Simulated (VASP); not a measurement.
Input of a VASP 6.6.1 run:

The input INCAR:

```
SYSTEM = LaBi
PREC = Accurate
ENCUT = 600
EDIFF = 1E-6
ISMEAR = -1
SIGMA = 0.05
LREAL = .False.
LASPH = .True.
NELM = 100
ALGO = Normal
ISIF = 3
LWAVE = .False.
LCHARG = .False.
IBRION = 2
NSW = 60
EDIFFG = -0.005
PSTRESS = 610.0
```

Contents of KPOINTS:

```
Automatic mesh
0
Gamma
  12 12 11
  0 0 0
```

File POSCAR:

```
LaBi
1.0
    3.7450161209      0.0000000000      0.0000000000
   -1.8725080604      3.2432790983      0.0000000000
    0.0000000000      0.0000000000      3.6701157985
La Bi
1 1
Direct
    0.0000000000      0.0000000000      0.0000000000
    0.3333333333      0.6666666667      0.5000000000
```

Potentials or basis: VASP PAW LDA potentials, release 64 (La, Bi_d).

Command:

```sh
$ cat potpaw_LDA.64/La/POTCAR potpaw_LDA.64/Bi_d/POTCAR > POTCAR
$ mpirun -np 1 vasp_std > vasp.out
```

(1) What does it give for the relaxed volume?

(2) Estimate the band gap on the k mesh.

(3) Predict the relaxed cell.

Results:

(1) 19.39 Å³/atom.

(2) zero (bands 13 and 14 overlap by 2.55 eV).

(3) a = 2.989 Å, b = 2.989 Å, c = 5.011 Å, α = 90.00°, β = 90.00°, γ = 120.00°.

Caveat: the cell is relaxed towards a set pressure, so the run minimises the enthalpy, not the energy; a cell axis changed by over 15 % at a fixed basis, so the end point is rough; spin-orbit coupling is left out, which moves the levels of the heavy elements.
